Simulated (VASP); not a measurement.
Ca4Ge2N, 7 atoms in the cell. The structure is trigonal, space group P-3m1 (No. 164). Conventional cell: a = 3.599 Å, b = 3.599 Å, c = 15.567 Å, α = 90.00°, β = 90.00°, γ = 120.00°. Ca (site symmetry 3m) has 3 Ge at 3.03 Å and 6 Ca at 3.60 Å within 4.0 Å. Ca (site symmetry 3m) has 3 N at 2.43 Å within 3.2 Å. Within 4.0 Å of Ge (site symmetry 3m) lie 6 Ca at 3.03 to 3.29 Å and 6 Ge at 3.60 Å and 1 N at 3.82 Å. N (site symmetry -3m) has 6 Ca at 2.43 Å within 3.2 Å. 

```yaml
Program: VASP 6.6.1
Task: single point
Functional: PBE
Potentials_or_basis: VASP PAW PBE potentials, release 64 (Ca_sv, Ge_d, N)
Cutoff: 520 eV
k_mesh: 5 × 5 × 2
Occupations: gaussian, width 0.2 eV
Spin: no spin polarisation
Dipole_correction: no
Further_INCAR_settings: ALGO = Normal; EDIFF = 1e-06; NBANDS = 46
```

Potentials or basis: VASP PAW PBE potentials, release 64 (Ca_sv, Ge_d, N).

Command:

```sh
$ cat potpaw_PBE.64/Ca_sv/POTCAR potpaw_PBE.64/Ge_d/POTCAR potpaw_PBE.64/N/POTCAR > POTCAR
$ mpirun -np 1 vasp_std > vasp.out
```

Hardware: 1 thread of AMD EPYC 7R13, on a shared host.

Question: How long does it take, and how much memory?

Answer: Run time: 5.7 min on 1 thread of AMD EPYC 7R13, with other jobs on the host, peak memory 0.29 GiB. Counts: scf iterations 17, k points 10.
